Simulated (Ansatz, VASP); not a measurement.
One calculation of PbS, two programs

Contents of POSCAR:

```
PbS
1.0
    2.0799526950     -5.9912968650      0.0000000000
    2.0799526950      5.9912968650      0.0000000000
    0.0000000000      0.0000000000      4.2793209400
Pb S
2 2
Direct
    0.1305633500      0.8694366500      0.2500000000
    0.8694366500      0.1305633500      0.7500000000
    0.3547970900      0.6452029100      0.2500000000
    0.6452029100      0.3547970900      0.7500000000
```

INCAR.step1

```
SYSTEM = PbS
PREC = Accurate
ENCUT = 400
EDIFF = 1E-5
ISMEAR = -1
SIGMA = 0.05
LREAL = .False.
LASPH = .True.
NELM = 120
ALGO = Normal
ISIF = 2
LWAVE = .True.
LCHARG = .False.
GGA = PE
NBANDS = 28
GGA_COMPAT = .False.
KPAR = 4
```

File INCAR.step2:

```
SYSTEM = PbS
PREC = Accurate
ENCUT = 400
EDIFF = 1E-6
ISMEAR = -1
SIGMA = 0.05
LREAL = .False.
LASPH = .True.
NELM = 120
ALGO = Normal
ISIF = 2
LWAVE = .False.
LCHARG = .False.
GGA = B3
LHFCALC = .True.
AEXX = 0.2
AGGAX = 0.72
AGGAC = 0.81
ALDAC = 0.19
PRECFOCK = Normal
ISTART = 1
NBANDS = 28
GGA_COMPAT = .False.
KPAR = 4
```

The input KPOINTS:

```
Automatic mesh
0
Gamma
  4 4 4
  0 0 0
```

The input input.yaml:

```yaml
crystal:
  lattice:
    - [2.079952695, -5.991296865, 0.0]
    - [2.079952695, 5.991296865, 0.0]
    - [0.0, 0.0, 4.27932094]
  atoms:
    - { symbol: Pb, position: [0.13056335, 0.86943665, 0.25] }
    - { symbol: Pb, position: [0.86943665, 0.13056335, 0.75] }
    - { symbol: S, position: [0.35479709, 0.64520291, 0.25] }
    - { symbol: S, position: [0.64520291, 0.35479709, 0.75] }
hamiltonian:
  xc: b3lyp
  pseudopotentials: { kind: paw }
kpoints:
  mp_grid: { grid: [4, 4, 4] }
  band_path:
    path:
      - [[0.0, 0.0, 0.0], [0.2801304242, 0.2801304242, 0.0], [0.0, 0.5, 0.0], [0.0, 0.5, 0.5], [0.2801304242, 0.2801304242, 0.5], [0.0, 0.0, 0.5], [0.0, 0.0, 0.0], [-0.5, 0.5, 0.0], [-0.2801304242, 0.7198695758, 0.0], [-0.2801304242, 0.7198695758, 0.5], [-0.5, 0.5, 0.5], [-0.5, 0.5, 0.0]]
      - [[0.0, 0.0, 0.5], [-0.5, 0.5, 0.5]]
    npoints: 4
scf:
  occupations: { method: fermi_dirac, width: 0.05 }
  n_extra_bands: 10
output:
  forces: true
  stress: true
  eigenvalues: true
  fatbands: false
```

Alike in both runs: functional B3LYP; k mesh 4 × 4 × 4; occupations fermi-dirac, width 0.05 eV; no spin polarisation.

|  | VASP | Ansatz |
| --- | --- | --- |
| version | VASP 6.6.1 | Ansatz 0.2.0 |
| potentials or method | VASP PAW PBE potentials, release 64 (Pb_d, S) | Ansatz PAW |
| plane-wave cutoff (eV) | 400 | 420 |
| valence electrons in the cell | 40 | 40 |
| task | single point | band structure |

|  | VASP | Ansatz | Ansatz less VASP |
| --- | --- | --- | --- |
| gap on the k mesh at the Fermi level (eV) | 2.28 | 2.27 | -0.009 |
| least direct gap on the mesh (eV) | 2.72 | 2.71 | -0.010 |
| pressure (GPa) | 2.9 | 2.9 | +0.01 |
| traceless stress, the component that is largest in VASP (GPa) | -0.17 | -0.18 | -0.007 |
| rms of the force components (eV/Å) | 0.017 | 0.013 | -0.0036 |

VASP's potentials were made for PBE, not for B3LYP. Atom by atom the forces differ by 0.007 eV/Å (rms over components).

Spin-orbit coupling is off throughout. Noted on Ansatz's run: the k mesh misses the band edges, so the gap on the mesh is wider than the one along the path.
